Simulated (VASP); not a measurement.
# Zr (P6_3/mmc) in VASP: further runs

Zr is run at these levels: BLYP; tasks: single point.

Program: VASP 6.6.1. These are calculated values, not measurements. Logs are shortened: lines on timing, memory, paths and dates and some standing lists are left out, and cuts for length are marked.

## 1. The cell of the first run

Symmetry: P6_3/mmc, No. 194, hexagonal system. The conventional cell has a = 3.336 Å, b = 3.336 Å, c = 10.847 Å, α = 90.00°, β = 90.00°, γ = 120.00°. Within 4.4 Å of Zr (site symmetry -3m) lie 12 Zr at 3.33 to 3.34 Å. Within 4.4 Å of Zr (site symmetry -6m2) lie 12 Zr at 3.33 to 3.34 Å.

## 2. Single point, BLYP (26.14 Å³/atom)

The input, INCAR:

```
  PREC = Accurate
  ENCUT = 520
  EDIFF = 1E-6
  ISMEAR = -1
  SIGMA = 0.1
  LREAL = F
  LASPH = T
  NELM = 80
  ALGO = Normal
  ISIF = 2
  LWAVE = F
  LCHARG = F
  GGA = B5
  ALDAX = 1.0
  AGGAX = 1.0
  AGGAC = 1.0
  ALDAC = 0.0
  NBANDS = 32
```

The input, KPOINTS:

```
regular mesh
0
Gamma
  13 13 4
```

The input, POSCAR:

```
Zr
1.0
    3.3361913891      0.0000000000      0.0000000000
   -1.6680956945      2.8892264948      0.0000000000
    0.0000000000      0.0000000000     10.8468746306
Zr
4
Direct
    0.0000000000      1.0000000000      0.0000000000
    0.0000000000      1.0000000000      0.5000000000
    0.3333333333      0.6666666667      0.2500000000
    0.6666666667      0.3333333333      0.7500000000
```

Potentials or basis: VASP PAW PBE potentials, release 64 (Zr_sv).

Command:

```
cat potpaw_PBE.64/Zr_sv/POTCAR > POTCAR
mpirun -np 1 vasp_std > vasp.out
```

OUTCAR:

```text
PREC = Accurate
   ENCUT = 520
   EDIFF = 1E-6
   ISMEAR = -1
   LREAL = F
   LASPH = T
   NELM = 80
   ISIF = 2
   GGA = B5

 ion  position               nearest neighbor table
   1  0.000  0.000  0.000-   3 3.33   4 3.33   3 3.33   4 3.33   4 3.33   3 3.33
   2  0.000  0.000  0.500-   3 3.33   4 3.33   3 3.33   4 3.33   4 3.33   3 3.33
   3  0.333  0.667  0.250-   1 3.33   2 3.33   1 3.33   2 3.33   1 3.33   2 3.33
   4  0.667  0.333  0.750-   1 3.33   2 3.33   1 3.33   2 3.33   1 3.33   2 3.33

  LATTYP: Found a hexagonal cell.
 ALAT       =     3.3361913891
 C/A-ratio  =     3.2512746919

  Lattice vectors:

 A1 = (   3.3361913891,   0.0000000000,   0.0000000000)
 A2 = (  -1.6680956945,   2.8892264948,   0.0000000000)
 A3 = (   0.0000000000,   0.0000000000,  10.8468746306)

Analysis of symmetry for initial positions (statically):
=====================================================================
 Subroutine PRICEL returns:
 Original cell was already a primitive cell.

 Routine SETGRP: Setting up the symmetry group for a
 hexagonal supercell.

 Subroutine GETGRP returns: Found 24 space group operations
 (whereof 12 operations were pure point group operations)
 out of a pool of 24 trial point group operations.

The static configuration has the point symmetry D_3d.
 The point group associated with its full space group is D_6h.

Analysis of symmetry for dynamics (positions and initial velocities):
=====================================================================
 Subroutine PRICEL returns:
 Original cell was already a primitive cell.

 Routine SETGRP: Setting up the symmetry group for a
 hexagonal supercell.

 Subroutine GETGRP returns: Found 24 space group operations
 (whereof 12 operations were pure point group operations)
 out of a pool of 24 trial point group operations.

The dynamic configuration has the point symmetry D_3d.
 The point group associated with its full space group is D_6h.

 Subroutine INISYM returns: Found 24 space group operations
 (whereof 12 operations are pure point group operations),
 and found     1 'primitive' translations

----------------------------------------------------------------------------------------

                                     Primitive cell

  volume of cell :     104.5532

  direct lattice vectors                    reciprocal lattice vectors
     3.336191389  0.000000000  0.000000000     0.299742995  0.173056699  0.000000000
    -1.668095695  2.889226495  0.000000000     0.000000000  0.346113398  0.000000000
     0.000000000  0.000000000 10.846874631     0.000000000  0.000000000  0.092192455

  length of vectors
     3.336191389  3.336191389 10.846874631     0.346113398  0.346113398  0.092192455

  position of ions in fractional coordinates (direct lattice)
     0.000000000  0.000000000  0.000000000
     0.000000000  0.000000000  0.500000000
     0.333333333  0.666666667  0.250000000
     0.666666667  0.333333333  0.750000000

  ion indices of the primitive-cell ions
   primitive index   ion index
                 1           1
                 2           2
                 3           3
                 4           4

----------------------------------------------------------------------------------------

 KPOINTS: regular mesh

Automatic generation of k-mesh.
 Grid dimensions read from file:
 generate k-points for:   13   13    4

 Generating k-lattice:

  Cartesian coordinates                     Fractional coordinates (reciprocal lattice)
     0.023057153  0.013312054  0.000000000     0.076923077  0.000000000  0.000000000
     0.000000000  0.026624108  0.000000000     0.000000000  0.076923077  0.000000000
     0.000000000  0.000000000  0.023048114     0.000000000  0.000000000  0.250000000

  Length of vectors
     0.026624108  0.026624108  0.023048114

  Shift w.r.t. Gamma in fractional coordinates (k-lattice)
     0.000000000  0.000000000  0.000000000

 Subroutine IBZKPT returns following result:
 ===========================================

 Found     63 irreducible k-points:

 Following reciprocal coordinates:
            Coordinates               Weight
  0.000000  0.000000  0.000000      1.000000
  0.076923 -0.000000  0.000000      6.000000
  0.153846 -0.000000  0.000000      6.000000
  0.230769 -0.000000  0.000000      6.000000
  0.307692 -0.000000  0.000000      6.000000
  0.384615 -0.000000  0.000000      6.000000
[... 16 lines left out ...]
  0.076923 -0.000000  0.250000     12.000000
  0.153846 -0.000000  0.250000     12.000000
 [... further k-points ...]
   k-points           NKPTS =     63   k-points in BZ     NKDIM =     63   number of bands    NBANDS=     32
   number of dos      NEDOS =    301   number of ions     NIONS =      4
   total plane-waves  NPLWV =  65856
   dimension x,y,z NGX =    28 NGY =   28 NGZ =   84
   dimension x,y,z NGXF=    56 NGYF=   56 NGZF=  168
   ions per type =               4
   NGX,Y,Z   is equivalent  to a cutoff of  13.95, 13.95, 12.87 a.u.
   NGXF,Y,Z  is equivalent  to a cutoff of  27.91, 27.91, 25.75 a.u.
 SYSTEM =  unknown system
   PREC   = accura    normal or accurate (medium, high low for compatibility)
   ISTART =      0    job   : 0-new  1-cont  2-samecut
   ICHARG =      2    charge: 1-file 2-atom 10-const
   ISPIN  =      1    spin polarized calculation?
   LNONCOLLINEAR =      F non collinear calculations
   LSORBIT =      F    spin-orbit coupling
   LASPH  =      T    aspherical Exc in radial PAW
   ENCUT  =  520.0 eV  38.22 Ry    6.18 a.u.   6.20  6.20 20.17*2*pi/ulx,y,z
   NELM   =     80;   NELMIN=  2; NELMDL= -5     # of ELM steps
   EDIFF  = 0.1E-05   stopping-criterion for ELM
   LREAL  =      F    real-space projection
   EDIFFG = 0.1E-04   stopping-criterion for IOM
   NSW    =      0    number of steps for IOM
   IBRION =     -1    ionic relax: 0-MD 1-quasi-New 2-CG
   NFREE  =      0    steps in history (QN), initial steepest desc. (CG)
   ISIF   =      2    stress and relaxation
   ISYM   =      2    0-nonsym 1-usesym 2-fastsym
   POTIM  = 0.5000    time-step for ionic-motion
   TEBEG  =    0.0;   TEEND  =   0.0 temperature during run
   PSTRESS=    0.0 pullay stress
   NELECT =      48.0000    total number of electrons
   NUPDOWN=      -1.0000    fix difference up-down
   EMIN   =  10.00;   EMAX   =-10.00  energy-range for DOS
   EFERMI =   0.00;   METHOD = LEGACY
   ISMEAR =    -1;   SIGMA  =   0.10  broadening in eV -4-tet -1-fermi 0-gaus
   EFERMI_NEDOS =   21; number of points for ismear=-14 and -15
   IALGO  =     38    algorithm
   IMIX   =      4    mixing-type and parameters
     AMIX     =   0.40;   BMIX     =  1.00
     AMIX_MAG =   1.60;   BMIX_MAG =  1.00
  volume/ion in A,a.u.               =      26.14       176.39
  Fermi-wavevector in a.u.,A,eV,Ry     =   1.262921  2.386575 21.700877  1.594969
  Thomas-Fermi vector in A             =   2.396304
   LORBIT       =      0    0 simple, 1 ext, 2 COOP (PROOUT), +10 PAW based schemes
   GGA     = B5    functional components
   LHFCALC =     F    Hartree Fock is set to
   AEXX    =    0.0000 exact exchange contribution
   IVDW    =     0    specifies the selected vdW correction
   LEPSILON=     F    determine dielectric tensor
   LRPA    =     F    only Hartree local field effects (RPA)
 non-spin polarized calculation
  energy-cutoff  :      520.00
  volume of cell :      104.55
 maximum number of plane-waves:      2836
 NGX is ok and might be reduce to    28
   NGX = 13   NGY = 13   NGZ = 41

 number of electron      48.0000000 magnetization

 Free energy of the ion-electron system (eV)
  ---------------------------------------------------
  ext. energy  EPLUGINS =         0.00000000
  ---------------------------------------------------
  free energy    TOTEN  =       -29.10381413 eV

  energy without entropy =      -28.86654210  energy(sigma->0) =      -28.98517811

 E-fermi :   8.1743     XC(G=0): -10.0102

 val. band max:        8.1693894783   @ k =   0.0769   0.0769   0.2500
 cond. band min:       8.1871425071   @ k =   0.4615   0.0000   0.0000
 fundamental gap:      0.0177530288
 Fermi energy:         8.1742866592

 k-point     1 :       0.0000    0.0000    0.0000
  band No.  band energies     occupation
      1     -40.7248      2.00000
      2     -40.6866      2.00000
      3     -40.6747      2.00000
      4     -40.6360      2.00000
      5     -19.1395      2.00000
      6     -18.8297      2.00000
[... 24 lines left out ...]
     31       9.4203      0.00001
     32       9.4203      0.00001

 k-point     2 :       0.0769   -0.0000    0.0000
  band No.  band energies     occupation
      1     -40.7204      2.00000
      2     -40.6834      2.00000
      3     -40.6715      2.00000
      4     -40.6340      2.00000
      5     -19.1273      2.00000
      6     -18.8331      2.00000
[... 24 lines left out ...]
     31       9.4331      0.00001
     32       9.5402      0.00000

 k-point     3 :       0.1538   -0.0000    0.0000
  band No.  band energies     occupation
      1     -40.7083      2.00000
      2     -40.6744      2.00000
      3     -40.6626      2.00000
      4     -40.6284      2.00000
      5     -19.0920      2.00000
      6     -18.8504      2.00000
[... 24 lines left out ...]
     31       9.7823      0.00000
     32       9.8893      0.00000

 k-point     4 :       0.2308   -0.0000    0.0000
  band No.  band energies     occupation
      1     -40.6906      2.00000
      2     -40.6618      2.00000
      3     -40.6501      2.00000
      4     -40.6210      2.00000
      5     -19.0394      2.00000
      6     -18.9016      2.00000
[... 24 lines left out ...]
     31      10.0077      0.00000
     32      10.0979      0.00000

 k-point     5 :       0.3077   -0.0000    0.0000
  band No.  band energies     occupation
      1     -40.6708      2.00000
      2     -40.6484      2.00000
      3     -40.6367      2.00000
      4     -40.6142      2.00000
      5     -18.9943      2.00000
      6     -18.9867      2.00000
[... 584 lines left out ...]
     31      10.9262      0.00000
     32      11.1348      0.00000

 k-point    22 :       0.0000    0.0000    0.2500
  band No.  band energies     occupation
      1     -40.7215      2.00000
      2     -40.6984      2.00000
      3     -40.6628      2.00000
      4     -40.6394      2.00000
      5     -19.1156      2.00000
      6     -18.9432      2.00000
[... 24 lines left out ...]
     31       9.3433      0.00002
     32       9.3433      0.00002

 k-point    23 :       0.0769   -0.0000    0.2500
  band No.  band energies     occupation
      1     -40.7173      2.00000
      2     -40.6948      2.00000
      3     -40.6600      2.00000
      4     -40.6372      2.00000
      5     -19.1045      2.00000
      6     -18.9403      2.00000
[... 24 lines left out ...]
     31       9.3392      0.00002
     32       9.4489      0.00001

 k-point    24 :       0.1538   -0.0000    0.2500
  band No.  band energies     occupation
      1     -40.7054      2.00000
      2     -40.6847      2.00000
      3     -40.6523      2.00000
      4     -40.6314      2.00000
      5     -19.0729      2.00000
      6     -18.9360      2.00000
[... 24 lines left out ...]
     31       9.6305      0.00000
     32       9.7457      0.00000

 [... further k-points ...]
[... 5 lines left out ...]
  --------------------------------------------------------------------------------------
  -------------------------------------------------------------------------------------
  Total       -3.5741438     -3.5741438     -3.8389399     -0.0000000     -0.0000000     -0.0000000
  in kB      -54.7703397    -54.7703397    -58.8280870     -0.0000000     -0.0000000     -0.0000000
  external PRESSURE =     -56.1229221 kB  Pullay stress =       0.0000000 kB

 VOLUME and BASIS-vectors are now :
 -----------------------------------------------------------------------------
  energy-cutoff  :      520.00
  volume of cell :      104.55
      direct lattice vectors                 reciprocal lattice vectors
     3.336191389  0.000000000  0.000000000     0.299742995  0.173056699  0.000000000
    -1.668095695  2.889226495  0.000000000     0.000000000  0.346113398  0.000000000
     0.000000000  0.000000000 10.846874631     0.000000000  0.000000000  0.092192455

 POSITION                                       TOTAL-FORCE (eV/Angst)
 -----------------------------------------------------------------------------------
      0.00000      0.00000      0.00000        -0.000000     -0.000000      0.000000
      0.00000      0.00000      5.42344        -0.000000     -0.000000      0.000000
     -0.00000      1.92615      2.71172         0.000000      0.000000      0.000000
      1.66810      0.96308      8.13516        -0.000000     -0.000000     -0.000000
 -----------------------------------------------------------------------------------
    total drift:                                0.000000     -0.000000      0.000000

  FREE ENERGIE OF THE ION-ELECTRON SYSTEM (eV)
  ---------------------------------------------------
  free  energy   TOTEN  =       -29.1038141252 eV

  energy  without entropy=      -28.8665420967  energy(sigma->0) =      -28.98517811
```

Run time: 4 min. Hardware: 1 thread of Intel Xeon Platinum 8488C (Sapphire Rapids), shared host; peak memory 0.32 GiB.

Results:

- Free energy: -29.1038 eV
- Pressure: -5.6 GPa
- Band gap on the k mesh: zero (bands 24 and 25 overlap by 1.21 eV)

Caveat: the cell stands under tension; the PAW data sets were made with another functional, which shifts forces and pressure a little.

## 3. Single point, BLYP (27.11 Å³/atom)

This run uses another cell than the first one, of 27.11 Å³/atom.

The input, INCAR:

```
AGGAC = 1.0
AGGAX = 1.0
ALDAC = 0.0
ALDAX = 1.0
ALGO = Normal
EDIFF = 1E-7
ENCUT = 520
GGA = B5
ISIF = 2
ISMEAR = -1
LASPH = T
LCHARG = F
LREAL = F
LWAVE = F
NBANDS = 32
NELM = 60
PREC = Accurate
SIGMA = 0.1
```

The input, KPOINTS:

```
k-points
0
Gamma
  13 13 4
```

The input, POSCAR:

```
Zr
1.0
    3.3768806601      0.0000000000      0.0000000000
   -1.6884403300      2.9244644372      0.0000000000
    0.0000000000      0.0000000000     10.9791666276
Zr
4
Direct
    0.0000000000      1.0000000000      0.0000000000
    0.0000000000      1.0000000000      0.5000000000
    0.3333333333      0.6666666667      0.2500000000
    0.6666666667      0.3333333333      0.7500000000
```

Potentials or basis: VASP PAW PBE potentials, release 64 (Zr_sv).

Command:

```
cat potpaw_PBE.64/Zr_sv/POTCAR > POTCAR
mpirun -np 1 vasp_std > vasp.out
```

Wall time 4 min (1 thread of Intel Xeon Platinum 8488C (Sapphire Rapids), shared host); peak memory 0.32 GiB.

It converged, with:

* Free energy: -28.9418 eV
* Pressure: -7.8 GPa
* Band gap on the k mesh: zero (bands 24 and 25 overlap by 1.18 eV)

Stress tensor (GPa, compression positive):
```
-7.66  0.00  0.00
 0.00 -7.66  0.00
 0.00  0.00 -8.15
```

Levels at points of the mesh, in eV from the Fermi level:
```tsv
k point	band 21	band 22	band 23	band 24	band 25	band 26	band 27	band 28
(0.00, 0.00, 0.00)	0.02	0.05	0.69	0.69	0.77	0.77	0.81	0.86
(0.00, 0.00, 0.50)	0.27	0.27	0.51	0.51	0.82	0.82	0.82	0.82
```

Caveat: the cell stands under tension; the PAW data sets were made with another functional, which shifts forces and pressure a little.

(Part 1 of 2 ends here.)

The gap in the log of VASP goes by the Fermi energy; the results here count the filled bands.